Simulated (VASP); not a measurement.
Wanted: the native input for a VASP 6.6.1 run.

```yaml
Task: single point
Functional: PBE
Potentials_or_basis: VASP PAW PBE potentials, release 64 (In_d, Sb)
Cutoff: 520 eV
k_mesh: 12 × 12 × 12
Occupations: gaussian, width 0.15 eV
Spin: no spin polarisation
Dipole_correction: no
Further_INCAR_settings: ALGO = Normal; EDIFF = 1e-07; NBANDS = 16
```

The structure of InSb lies in POSCAR:

```
InSb
1.0
    0.0000000000      3.3686640000      3.2391000000
    3.3686640000      0.0000000000      3.2391000000
    3.3686640000      3.3686640000      0.0000000000
In Sb
1 1
Direct
    0.0000000000      0.0000000000      0.0000000000
    0.7500000000      0.7500000000      0.7500000000
```

This cell differs from its parent crystal: strain +0.040 along x and y, +0.000 along z.

These files were run (other wordings do the same):

INCAR

```
SYSTEM = InSb
PREC     = Accurate       ! precision mode
ENCUT    = 520            ! plane-wave cutoff, eV
EDIFF    = 1E-7           ! SCF threshold, eV
ISMEAR   = 0              ! smearing method
SIGMA    = 0.15           ! smearing width, eV
LREAL    = .FALSE.        ! projectors in reciprocal space
LASPH    = .TRUE.         ! aspherical terms in the spheres
NELM     = 60             ! most SCF steps
ALGO     = Normal         ! electronic algorithm
ISIF     = 2              ! what is computed and relaxed
LWAVE    = .FALSE.        ! write WAVECAR
LCHARG   = .FALSE.        ! write CHGCAR
GGA      = PE             ! functional
NBANDS   = 16             ! bands
```

KPOINTS

```
Automatic mesh
0
G
  12 12 12
  0 0 0
```

Potentials or basis: VASP PAW PBE potentials, release 64 (In_d, Sb).

The run is started by

```console
$ cat potpaw_PBE.64/In_d/POTCAR potpaw_PBE.64/Sb/POTCAR > POTCAR
$ mpirun -np 1 vasp_std > vasp.out
```

Results of the run:

```
Pressure : -0.3 GPa
```

Caveat: the cell differs from its parent crystal (strain +0.040 along x and y, +0.000 along z).

Wall time 72 s on 1 thread of Intel(R) Xeon(R) 6975P-C (Granite Rapids) (shared host), peak memory 0.34 GiB.
